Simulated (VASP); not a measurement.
# Sr (Im-3m) in VASP: further runs, part 2 of 2

VASP 6.6.1. Earlier steps stand in the parts before.

### Step 6. Single point, PBE

This run uses another cell than the first one, of 57.04 Å³/atom, 0.893 times its volume.

Input file INCAR:

```
ALGO = Normal ; EDIFF = 1E-6
ENCUT = 500 ; GGA = PE
GGA_COMPAT = F ; ISIF = 2
ISMEAR = 0 ; LASPH = T
LCHARG = F ; LREAL = F
LWAVE = F ; NBANDS = 11
NELM = 120 ; PREC = Accurate
SIGMA = 0.1
```

Input file KPOINTS:

```
k-points
0
Gamma
  2 2 2
```

Input file POSCAR:

```
Sr
1.0
   -2.4250000000      2.4250000000      2.4250000000
    2.4250000000     -2.4250000000      2.4250000000
    2.4250000000      2.4250000000     -2.4250000000
Sr
1
Direct
    0.0000000000      0.0000000000      0.0000000000
```

Potentials or basis: VASP PAW PBE potentials, release 64 (Sr_sv).

Run with:

```sh
$ cat potpaw_PBE.64/Sr_sv/POTCAR > POTCAR
$ mpirun -np 1 vasp_std > vasp.out
```

OUTCAR:

```text
EDIFF = 1E-6
   ENCUT = 500
   GGA = PE
   ISIF = 2
   ISMEAR = 0
   LASPH = T
   LREAL = F
   NELM = 120
   PREC = Accurate

 ion  position               nearest neighbor table
   1  0.000  0.000  0.000-

  LATTYP: Found a body centered cubic cell.
 ALAT       =     4.8500000000

  Lattice vectors:

 A1 = (  -2.4250000000,   2.4250000000,   2.4250000000)
 A2 = (   2.4250000000,  -2.4250000000,   2.4250000000)
 A3 = (   2.4250000000,   2.4250000000,  -2.4250000000)

Analysis of symmetry for initial positions (statically):
=====================================================================
 Subroutine PRICEL returns:
 Original cell was already a primitive cell.

 Routine SETGRP: Setting up the symmetry group for a
 body centered cubic supercell.

 Subroutine GETGRP returns: Found 48 space group operations
[... 9 lines left out ...]

 Routine SETGRP: Setting up the symmetry group for a
 body centered cubic supercell.

 Subroutine GETGRP returns: Found 48 space group operations
[... 11 lines left out ...]
                                     Primitive cell

  volume of cell :      57.0421

[... 119 lines left out ...]

 k-point     1 :       0.0000    0.0000    0.0000
  band No.  band energies     occupation
      1     -35.0165      2.00000
      2     -16.9199      2.00000
      3     -16.9199      2.00000
      4     -16.9199      2.00000
      5      -2.0865      2.00000
      6       3.8868      0.00000
      7       3.8868      0.00000
      8       3.8868      0.00000
      9       5.1651      0.00000
     10       5.1651      0.00000
     11       9.4323      0.00000
[... 15 lines left out ...]
 k-point     3 :       0.5000    0.5000    0.5000
  band No.  band energies     occupation
      1     -34.9934      2.00000
      2     -17.0475      2.00000
      3     -17.0475      2.00000
      4     -17.0475      2.00000
      5       1.4268      0.99905
      6       1.4268      0.99905
      7       4.9856      0.00000
      8       4.9856      0.00000
      9       4.9856      0.00000
     10       6.4440      0.00000
     11       6.4440      0.00000

------------------------ aborting loop because EDIFF is reached ----------------------------------------

  FORCE on cell =-STRESS in cart. coord.  units (eV):
  Direction    XX          YY          ZZ          XY          YZ          ZX
  --------------------------------------------------------------------------------------
  -------------------------------------------------------------------------------------
  Total       -1.3150003     -1.3150003     -1.3150003      0.0000000     -0.0000000     -0.0000000
  in kB      -36.9352648    -36.9352648    -36.9352648      0.0000000     -0.0000000     -0.0000000
  external PRESSURE =     -36.9352648 kB  Pullay stress =       0.0000000 kB

 VOLUME and BASIS-vectors are now :
 -----------------------------------------------------------------------------
  energy-cutoff  :      500.00
  volume of cell :       57.04
      direct lattice vectors                 reciprocal lattice vectors
    -2.425000000  2.425000000  2.425000000     0.000000000  0.206185567  0.206185567
     2.425000000 -2.425000000  2.425000000     0.206185567  0.000000000  0.206185567
     2.425000000  2.425000000 -2.425000000     0.206185567  0.206185567  0.000000000

 POSITION                                       TOTAL-FORCE (eV/Angst)
 -----------------------------------------------------------------------------------
      0.00000      0.00000      0.00000        -0.000000      0.000000     -0.000000
 -----------------------------------------------------------------------------------
    total drift:                                0.000000      0.000000     -0.000000

  FREE ENERGIE OF THE ION-ELECTRON SYSTEM (eV)
  ---------------------------------------------------
  free  energy   TOTEN  =        -1.5690756413 eV

  energy  without entropy=       -1.5549062641  energy(sigma->0) =       -1.56199095
```

OSZICAR:

```text
N       E                     dE             d eps       ncg     rms          rms(c)
DAV:   1     0.281141940160E+02    0.28114E+02   -0.48564E+03    66   0.760E+02
DAV:   2     0.109985768194E+00   -0.28004E+02   -0.27660E+02    69   0.145E+02
DAV:   3    -0.153340792298E+01   -0.16434E+01   -0.16379E+01   105   0.220E+01
DAV:   4    -0.157032284712E+01   -0.36915E-01   -0.36795E-01    78   0.394E+00
DAV:   5    -0.157316073225E+01   -0.28379E-02   -0.28378E-02    93   0.600E-01    0.286E+00
DAV:   6    -0.157012006577E+01    0.30407E-02   -0.74055E-03    89   0.889E-01    0.181E+00
DAV:   7    -0.156916783784E+01    0.95223E-03   -0.12762E-02    75   0.121E+00    0.337E-01
DAV:   8    -0.156904842513E+01    0.11941E-03   -0.94151E-04    96   0.197E-01    0.560E-02
DAV:   9    -0.156906707667E+01   -0.18652E-04   -0.13414E-05    97   0.365E-02    0.214E-02
DAV:  10    -0.156907538618E+01   -0.83095E-05   -0.10585E-05    75   0.209E-02    0.391E-03
DAV:  11    -0.156907564131E+01   -0.25513E-06   -0.23949E-07    42   0.403E-03
   1 F= -.15690756E+01 E0= -.15619910E+01  d E =-.141694E-01
```

It used 6.4 s of CPU time on 1 thread of Intel(R) Xeon(R) Platinum 8488C (Sapphire Rapids), on a shared host.

Results:

```
Free energy            : -1.5691 eV
Pressure               : -3.7 GPa
Band gap on the k mesh : zero (filled and empty bands touch)
```

Levels at points of the mesh, in eV from the Fermi level:
```tsv
k point	band 2	band 3	band 4	band 5	band 6	band 7	band 8	band 9
(0.00, 0.00, 0.00)	-18.35	-18.35	-18.35	-3.51	2.46	2.46	2.46	3.74
(0.50, 0.00, 0.00)	-18.52	-18.41	-18.35	-0.90	0.25	1.33	3.54	4.22
(0.50, 0.50, 0.50)	-18.47	-18.47	-18.47	0.00	0.00	3.56	3.56	3.56
```

Caveat: the k points lie up to 0.92 Å⁻¹ apart.

### Step 7. Overview

```tsv
level	cell	k mesh	cutoff (eV)	smearing	gap on the mesh (eV)	pressure (GPa)
PBE	a = 4.362 Å, angles 109.5°, 1 atom	4 × 4 × 4, shifted	520	fermi-dirac 0.033 eV	none	-1.4
PBE	a = 4.336 Å, angles 109.5°, 1 atom	4 × 4 × 4	520	gaussian 0.1 eV	none	-1.5
r2SCAN	a = 4.200 Å, angles 109.5°, 1 atom	3 × 3 × 3	520	gaussian 0.1 eV	none	0.3
PBE	a = 4.200 Å, angles 109.5°, 1 atom	3 × 3 × 3	500	gaussian 0.1 eV	-	-0.1
PBE	a = 4.200 Å, angles 109.5°, 1 atom	2 × 2 × 2	500	gaussian 0.1 eV	none	-3.7
```

Alike in all rows: task single point; potentials or basis VASP PAW PBE potentials, release 64 (Sr_sv); no spin polarisation.

Caveats: all runs use coarse meshes; the PAW data sets were made with another functional, which shifts forces and pressure a little (some runs).

Total energies depend on the potentials used, so only differences within one code and one set of settings carry meaning.
